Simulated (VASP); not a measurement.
# Bi2Se3 in VASP: a series of runs, part 2 of 2

VASP 6.6.1. Earlier steps stand in the parts before.

## 3. Single point, PBE+D3(BJ)

Contents of INCAR:

```
SYSTEM = Bi2Se3
ALGO = Normal
DIPOL = 0.5 0.5 0.500
EDIFF = 1E-6
ENCUT = 520
GGA = PE
IDIPOL = 3
ISIF = 2
ISMEAR = 0
IVDW = 12
LASPH = .TRUE.
LCHARG = .FALSE.
LDIPOL = .TRUE.
LREAL = .FALSE.
LWAVE = .FALSE.
NBANDS = 59
NELM = 80
PREC = Accurate
SIGMA = 0.05
```

Contents of KPOINTS:

```
k-points
0
G
  9 9 1
  0 0 0
```

Contents of POSCAR:

```
Bi2Se3
1.0
    4.1436098281      0.0000000000      0.0000000000
   -2.0718049140      3.5884713745      0.0000000000
    0.0000000000      0.0000000000     31.4820458992
Se Bi
6 4
Direct
    0.0000000000      0.0000000000      0.2380435697
    0.6666666667      0.3333333333      0.3491794223
    0.3333333333      0.6666666667      0.4602607975
    0.6666666667      0.3333333333      0.5397392031
    0.3333333333      0.6666666667      0.6508205366
    0.0000000000      0.0000000000      0.7619564182
    0.3333333333      0.6666666667      0.2878769950
    0.0000000000      0.0000000000      0.4102546818
    0.0000000000      0.0000000000      0.5897453574
    0.6666666667      0.3333333333      0.7121230183
```

Potentials or basis: VASP PAW PBE potentials, release 64 (Se, Bi_d).

Command:

```console
> cat potpaw_PBE.64/Se/POTCAR potpaw_PBE.64/Bi_d/POTCAR > POTCAR
> mpirun -np 1 vasp_std > vasp.out
```

OUTCAR:

```text
SYSTEM = Bi2Se3
   EDIFF = 1E-6
   ENCUT = 520
   GGA = PE
   ISIF = 2
   ISMEAR = 0
   IVDW = 12
   LASPH = .TRUE.
   LREAL = .FALSE.
   NELM = 80
   PREC = Accurate
 IVDW          = 12

 ion  position               nearest neighbor table
   1  0.000  0.000  0.238-   7 2.86   7 2.86   7 2.86
   2  0.667  0.333  0.349-   8 3.07   8 3.07   8 3.07   7 3.07   7 3.07   7 3.07
   3  0.333  0.667  0.460-   8 2.86   8 2.86   8 2.86
   4  0.667  0.333  0.540-   9 2.86   9 2.86   9 2.86
   5  0.333  0.667  0.651-   9 3.07   9 3.07   9 3.07  10 3.07  10 3.07  10 3.07
   6  0.000  0.000  0.762-  10 2.86  10 2.86  10 2.86
   7  0.333  0.667  0.288-   1 2.86   1 2.86   1 2.86   2 3.07   2 3.07   2 3.07
   8  0.000  0.000  0.410-   3 2.86   3 2.86   3 2.86   2 3.07   2 3.07   2 3.07
   9  0.000  0.000  0.590-   4 2.86   4 2.86   4 2.86   5 3.07   5 3.07   5 3.07
  10  0.667  0.333  0.712-   6 2.86   6 2.86   6 2.86   5 3.07   5 3.07   5 3.07

  LATTYP: Found a hexagonal cell.
 ALAT       =     4.1436098281
 C/A-ratio  =     7.5977341510

  Lattice vectors:

 A1 = (   4.1436098281,   0.0000000000,   0.0000000000)
 A2 = (  -2.0718049140,   3.5884713745,   0.0000000000)
 A3 = (   0.0000000000,   0.0000000000,  31.4820458992)

Analysis of symmetry for initial positions (statically):
=====================================================================
 Subroutine PRICEL returns:
 Original cell was already a primitive cell.

 Routine SETGRP: Setting up the symmetry group for a
 hexagonal supercell.

 Subroutine GETGRP returns: Found 12 space group operations
 (whereof 12 operations were pure point group operations)
 out of a pool of 24 trial point group operations.

The static configuration has the point symmetry D_3d.

Analysis of symmetry for dynamics (positions and initial velocities):
=====================================================================
 Subroutine PRICEL returns:
 Original cell was already a primitive cell.

 Routine SETGRP: Setting up the symmetry group for a
 hexagonal supercell.

 Subroutine GETGRP returns: Found 12 space group operations
 (whereof 12 operations were pure point group operations)
 out of a pool of 24 trial point group operations.

The dynamic configuration has the point symmetry D_3d.

 Subroutine INISYM returns: Found 12 space group operations
 (whereof 12 operations are pure point group operations),
 and found     1 'primitive' translations

----------------------------------------------------------------------------------------

                                     Primitive cell

  volume of cell :     468.1136

  direct lattice vectors                    reciprocal lattice vectors
     4.143609828  0.000000000  0.000000000     0.241335464  0.139335095  0.000000000
    -2.071804914  3.588471375  0.000000000     0.000000000  0.278670190  0.000000000
     0.000000000  0.000000000 31.482045899     0.000000000  0.000000000  0.031764136

  length of vectors
     4.143609828  4.143609828 31.482045899     0.278670190  0.278670190  0.031764136

  position of ions in fractional coordinates (direct lattice)
     0.000000000  0.000000000  0.238043570
     0.666666667  0.333333333  0.349179422
     0.333333333  0.666666667  0.460260797
     0.666666667  0.333333333  0.539739203
     0.333333333  0.666666667  0.650820537
     0.000000000  0.000000000  0.761956418
[... 64 lines left out ...]
   NGX,Y,Z   is equivalent  to a cutoff of  12.84, 12.84, 12.67 a.u.
   NGXF,Y,Z  is equivalent  to a cutoff of  25.68, 25.68, 25.35 a.u.
 SYSTEM =  Bi2Se3
   PREC   = accura    normal or accurate (medium, high low for compatibility)
   ISTART =      0    job   : 0-new  1-cont  2-samecut
   ICHARG =      2    charge: 1-file 2-atom 10-const
   ISPIN  =      1    spin polarized calculation?
   LNONCOLLINEAR =      F non collinear calculations
   LSORBIT =      F    spin-orbit coupling
   LASPH  =      T    aspherical Exc in radial PAW
   ENCUT  =  520.0 eV  38.22 Ry    6.18 a.u.   7.70  7.70 58.54*2*pi/ulx,y,z
   NELM   =     80;   NELMIN=  2; NELMDL= -5     # of ELM steps
   EDIFF  = 0.1E-05   stopping-criterion for ELM
   LREAL  =      F    real-space projection
   EDIFFG = 0.1E-04   stopping-criterion for IOM
   NSW    =      0    number of steps for IOM
   IBRION =     -1    ionic relax: 0-MD 1-quasi-New 2-CG
   NFREE  =      0    steps in history (QN), initial steepest desc. (CG)
   ISIF   =      2    stress and relaxation
   ISYM   =      2    0-nonsym 1-usesym 2-fastsym
   POTIM  = 0.5000    time-step for ionic-motion
   TEBEG  =    0.0;   TEEND  =   0.0 temperature during run
   PSTRESS=    0.0 pullay stress
   NELECT =      96.0000    total number of electrons
   NUPDOWN=      -1.0000    fix difference up-down
   EMIN   =  10.00;   EMAX   =-10.00  energy-range for DOS
   EFERMI =   0.00;   METHOD = LEGACY
   ISMEAR =     0;   SIGMA  =   0.05  broadening in eV -4-tet -1-fermi 0-gaus
   EFERMI_NEDOS =   21; number of points for ismear=-14 and -15
   IALGO  =     38    algorithm
   IMIX   =      4    mixing-type and parameters
     AMIX     =   0.40;   BMIX     =  1.00
     AMIX_MAG =   1.60;   BMIX_MAG =  1.00
  volume/ion in A,a.u.               =      46.81       315.90
  Fermi-wavevector in a.u.,A,eV,Ry     =   0.965417  1.824373 12.681030  0.932029
  Thomas-Fermi vector in A             =   2.095132
   LORBIT       =      0    0 simple, 1 ext, 2 COOP (PROOUT), +10 PAW based schemes
   GGA     = PE    functional components
   LHFCALC =     F    Hartree Fock is set to
   AEXX    =    0.0000 exact exchange contribution
   IVDW    =    12    specifies the selected vdW correction
   LEPSILON=     F    determine dielectric tensor
   LRPA    =     F    only Hartree local field effects (RPA)
 non-spin polarized calculation
 Gauss-broadening in eV      SIGMA  =   0.05
  energy-cutoff  :      520.00
  volume of cell :      468.11
 maximum number of plane-waves:     12675
 NGX is ok and might be reduce to    32
   NGX = 15   NGY = 15   NGZ =117

 number of electron      96.0000003 magnetization

 dipolmoment           0.000000      0.000000     -0.000003 electrons x Angstroem

 Free energy of the ion-electron system (eV)
  ---------------------------------------------------
  ext. energy  EPLUGINS =         0.00000000
  ---------------------------------------------------
  free energy    TOTEN  =       -40.35556974 eV

  energy without entropy =      -40.35556974  energy(sigma->0) =      -40.35556974

 E-fermi :   0.8806     XC(G=0):  -6.1160

 val. band max:        0.6420468932   @ k =   0.0000   0.0000   0.0000
 cond. band min:       1.1497952430   @ k =   0.0000   0.0000   0.0000
 fundamental gap:      0.5077483498
 Fermi energy:         0.8805957674

 k-point     1 :       0.0000    0.0000    0.0000
  band No.  band energies     occupation
      1     -22.2516      2.00000
      2     -22.2516      2.00000
      3     -22.2515      2.00000
      4     -22.2515      2.00000
      5     -22.2420      2.00000
      6     -22.2420      2.00000
[... 733 lines left out ...]
     58       5.2436      0.00000
     59       5.2496      0.00000

------------------------ aborting loop because EDIFF is reached ----------------------------------------

 vacuum level on the upper side and lower side of the slab       (xc-potential included)        -0.075        -0.075

 Edisp (eV)   -3.59312

 E8    (eV) :    -1.6572

  FORCE on cell =-STRESS in cart. coord.  units (eV):
  Direction    XX          YY          ZZ          XY          YZ          ZX
  --------------------------------------------------------------------------------------
  -------------------------------------------------------------------------------------
  Total      -0.33969    -0.33969     0.00916    -0.00000     0.00000     0.00000
  in kB      -1.16264    -1.16264     0.03135    -0.00000     0.00000     0.00000
  external pressure =       -0.76 kB  Pullay stress =        0.00 kB

 VOLUME and BASIS-vectors are now :
 -----------------------------------------------------------------------------
  energy-cutoff  :      520.00
  volume of cell :      468.11
      direct lattice vectors                 reciprocal lattice vectors
     4.143609828  0.000000000  0.000000000     0.241335464  0.139335095  0.000000000
    -2.071804914  3.588471375  0.000000000     0.000000000  0.278670190  0.000000000
     0.000000000  0.000000000 31.482045899     0.000000000  0.000000000  0.031764136

 POSITION                                       TOTAL-FORCE (eV/Angst)
 -----------------------------------------------------------------------------------
      0.00000      0.00000      7.49410         0.000000     -0.000000     -0.011103
      2.07180      1.19616     10.99288         0.000000      0.000000      0.000251
     -0.00000      2.39231     14.48995         0.000000     -0.000000      0.011760
      2.07180      1.19616     16.99209        -0.000000      0.000000     -0.011760
     -0.00000      2.39231     20.48916        -0.000000     -0.000000     -0.000251
      0.00000      0.00000     23.98795         0.000000      0.000000      0.011103
     -0.00000      2.39231      9.06296        -0.000000      0.000000      0.008004
      0.00000      0.00000     12.91566         0.000000      0.000000     -0.008721
      0.00000      0.00000     18.56639        -0.000000      0.000000      0.008721
      2.07180      1.19616     22.41909        -0.000000      0.000000     -0.008004
 -----------------------------------------------------------------------------------
    total drift:                                0.000000     -0.000000     -0.001495

  FREE ENERGIE OF THE ION-ELECTRON SYSTEM (eV)
  ---------------------------------------------------
  free  energy   TOTEN  =       -43.9486934064 eV

  energy  without entropy=      -43.9486934064  energy(sigma->0) =      -43.94869341

 vacuum level on the upper side and lower side of the slab         6.261         6.261
```

It took 6.4 min on 1 thread of Intel Xeon Platinum 8488C (Sapphire Rapids), shared host; peak memory 0.65 GiB.

What came out:

| Property | Result |
| --- | --- |
| Free energy | -43.9487 eV |
| Largest force | 0.012 eV/Å |
| Band gap on the k mesh | 0.51 eV |
| Dispersion energy per atom | -0.359 eV |

Forces in eV/Å, atoms in the order of the input:
```
Se   0.000  0.000 -0.011
Se   0.000  0.000  0.000
Se   0.000  0.000  0.012
Se   0.000  0.000 -0.012
Se   0.000  0.000  0.000
Se   0.000  0.000  0.011
Bi   0.000  0.000  0.008
Bi   0.000  0.000 -0.009
Bi   0.000  0.000  0.009
Bi   0.000  0.000 -0.008
```

Levels at points of the mesh, in eV from the valence-band top:
```tsv
k point	band 46	band 47	band 48	band 49	band 50	band 51
(0.00, 0.00, 0.00)	-0.91	-0.84	0.00	0.51	0.81	1.71
```

Caveat: spin-orbit coupling is left out, which moves the levels of the heavy elements.
